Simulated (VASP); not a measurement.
C: relaxation of cell and atoms with PBE

C:

```
C
1.0
     0.00000    1.78037    1.78037
     1.78037    0.00000    1.78037
     1.78037    1.78037    0.00000
C
2
Direct
  0.00000 0.00000 0.00000
  0.25000 0.25000 0.25000
```

```yaml
Program: VASP 6.6.1
Task: relaxation of cell and atoms
Functional: PBE
Potentials_or_basis: VASP PAW PBE potentials, release 64 (C)
Cutoff: 600 eV
k_mesh: 13 × 13 × 13
Occupations: gaussian, width 0.01 eV
Spin: no spin polarisation
Dipole_correction: no
Further_INCAR_settings: ALGO = Normal; EDIFF = 1e-07; IBRION = 2; EDIFFG = -0.005; NSW = 80; ISIF = 3
```

The relaxed volume is 5.70 Å³/atom and the relaxed cell is a = 2.526 Å, b = 2.526 Å, c = 2.526 Å, α = 60.00°, β = 60.00°, γ = 60.00°. The space group after relaxing (to 0.1 Å) is Fd-3m (No. 227) and the energy gained by relaxing is 0.6 meV/atom. The ionic steps are 3, the pressure after relaxing is 0.0 GPa and the band gap on the k mesh is 4.13 eV (least direct gap 5.58 eV).

The path:
```
step  energy change (eV)  largest force (eV/Å)  pressure (GPa)  volume (Å³)
   1              0.0000                0.0000            4.03        11.29
   2              0.0007                0.0000           -4.79        11.52
   3             -0.0013                0.0000            0.00        11.39
```

Final structure:
```yaml
crystal:
  lattice:
    - [0.00000, 1.78582, 1.78582]
    - [1.78582, 0.00000, 1.78582]
    - [1.78582, 1.78582, 0.00000]
  atoms:
    - { symbol: C, position: [0.00000, 0.00000, 0.00000] }
    - { symbol: C, position: [0.25000, 0.25000, 0.25000] }
```

Levels at points of the mesh, in eV from the valence-band top:
| k point | band 2 | band 3 | band 4 | band 5 | band 6 | band 7 |
| --- | --- | --- | --- | --- | --- | --- |
| (0.00, 0.00, 0.00) | 0.00 | 0.00 | 0.00 | 5.58 | 5.58 | 5.58 |

Wall time 25 s on 1 thread of Intel Xeon 8259CL, with other jobs on the host, peak memory 0.12 GiB.

Caveat: an odd mesh through Γ misses points on the zone boundary, where band edges can lie.
